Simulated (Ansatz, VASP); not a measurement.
# Li3B2 in VASP and in Ansatz

Contents of INCAR:

```
PREC = Accurate
ENCUT = 520
EDIFF = 1E-6
ISMEAR = 0
SIGMA = 0.1
LREAL = False
LASPH = True
NELM = 80
ALGO = Fast
ISIF = 2
LWAVE = False
LCHARG = False
GGA = PE
NBANDS = 16
```

KPOINTS

```
regular mesh
0
Gamma
  6 6 4
```

File POSCAR:

```
Li3B2
1.0
    3.4471430600      0.0000000000      0.0000000000
   -1.7235715300      2.9853134600      0.0000000000
    0.0000000000      0.0000000000      5.4990906800
Li B
3 2
Direct
    0.3333333300      0.6666666700      0.5802750000
    0.6666666700      0.3333333300      0.4197250000
    0.0000000000      0.0000000000      0.0000000000
    0.3333333300      0.6666666700      0.1648329900
    0.6666666700      0.3333333300      0.8351670100
```

Input for Ansatz:

```yaml
crystal:
  lattice:
    - [3.44714306, 0.0, 0.0]
    - [-1.72357153, 2.98531346, 0.0]
    - [0.0, 0.0, 5.49909068]
  atoms:
    - { symbol: Li, position: [0.33333333, 0.66666667, 0.580275] }
    - { symbol: Li, position: [0.66666667, 0.33333333, 0.419725] }
    - { symbol: Li, position: [0.0, 0.0, 0.0] }
    - { symbol: B, position: [0.33333333, 0.66666667, 0.16483299] }
    - { symbol: B, position: [0.66666667, 0.33333333, 0.83516701] }
basis:
  ecutwfc: 420
kpoints:
  mp_grid: { grid: [6, 6, 4] }
hamiltonian:
  xc: pbe
scf:
  occupations: { method: gaussian, width: 0.1 }
  lower_state_search: "off"
output:
  forces: true
  stress: true
  eigenvalues: true
```

Change from the starting cell: species swapped into the Mg2Sb3 type (P-3m1, No. 164).

Alike in both runs: task single point; functional PBE; k mesh 6 × 6 × 4; occupations gaussian, width 0.1 eV; no spin polarisation.

```csv
,VASP,Ansatz
version,VASP 6.6.1,Ansatz 0.2.0
potentials or method,"VASP PAW PBE potentials, release 64 (Li_sv, B), cutoff 520 eV","scalar-relativistic, plane waves, PAW"
valence electrons in the cell,15,15
```

```csv
,VASP,Ansatz,Ansatz less VASP
gap on the k mesh at the Fermi level (eV),none,none,-
rms of the force components (eV/Å),0.853,0.852,-0.0011
```

Atom by atom the forces differ by 0.002 eV/Å (rms over components). A gap of «none» marks a metal or a gap that the smearing closes.

Noted on VASP's run: the cutoff is short for stress, so the pressure is rough.
